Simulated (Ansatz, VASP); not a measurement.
## Te2Mo: VASP beside Ansatz

File INCAR:

```
SYSTEM = Te2Mo
PREC = Accurate ; ENCUT = 500
EDIFF = 1E-6 ; ISMEAR = 0
SIGMA = 0.1 ; LREAL = .FALSE.
LASPH = .TRUE. ; NELM = 120
ALGO = Normal ; ISIF = 2
LWAVE = .FALSE. ; LCHARG = .FALSE.
GGA = PE ; IVDW = 12
NBANDS = 20 ; GGA_COMPAT = .FALSE.
```

Contents of KPOINTS:

```
regular mesh
0
G
  6 6 1
  0 0 0
```

The input POSCAR:

```
Te2Mo
1.0
    3.5602328140      0.0000000000      0.0000000000
   -1.7801164070      3.0832520603      0.0000000000
    0.0000000000      0.0000000000     17.5240578200
Te Mo
2 1
Direct
    0.3333333300      0.6666666700      0.8978554500
    0.3333333300      0.6666666700      0.1021445500
    0.0000000000      0.0000000000      0.0000000000
```

Input for Ansatz:

```yaml
crystal:
  lattice:
    - [3.560232814, 0.0, 0.0]
    - [-1.780116407, 3.0832520603, 0.0]
    - [0.0, 0.0, 17.52405782]
  atoms:
    - { symbol: Te, position: [0.33333333, 0.66666667, 0.89785545] }
    - { symbol: Te, position: [0.33333333, 0.66666667, 0.10214455] }
    - { symbol: Mo, position: [0.0, 0.0, 0.0] }
basis:
  ecutwfc: 420
kpoints:
  mp_grid: { grid: [6, 6, 1] }
hamiltonian:
  xc: pbe
  pseudopotentials: { kind: paw, azcp: { folder: soft_1 } }
  dispersion: d3bj
scf:
  occupations: { method: gaussian, width: 0.1 }
output:
  forces: true
  stress: true
  eigenvalues: true
```

Alike in both runs: task single point; functional PBE; dispersion D3(BJ); k mesh 6 × 6 × 1; occupations gaussian, width 0.1 eV; no spin polarisation.

```csv
,VASP,Ansatz
version,VASP 6.6.1,Ansatz 0.2.0
potentials or method,"VASP PAW PBE potentials, release 64 (Te, Mo_sv), cutoff 500 eV","scalar-relativistic, plane waves, PAW"
valence electrons in the cell,26,46
```

```csv
,VASP,Ansatz,Ansatz less VASP
gap on the k mesh at the Fermi level (eV),1.05,1.05,+0.001
least direct gap on the mesh (eV),1.05,1.05,+0.001
rms of the force components (eV/Å),0.048,0.041,-0.0070
```

Atom by atom the forces differ by 0.007 eV/Å (rms over components). VASP's potentials hold 26 valence electrons a cell and Ansatz's 46, so a difference there can come from the potentials and not from the codes.

Spin-orbit coupling is off throughout.
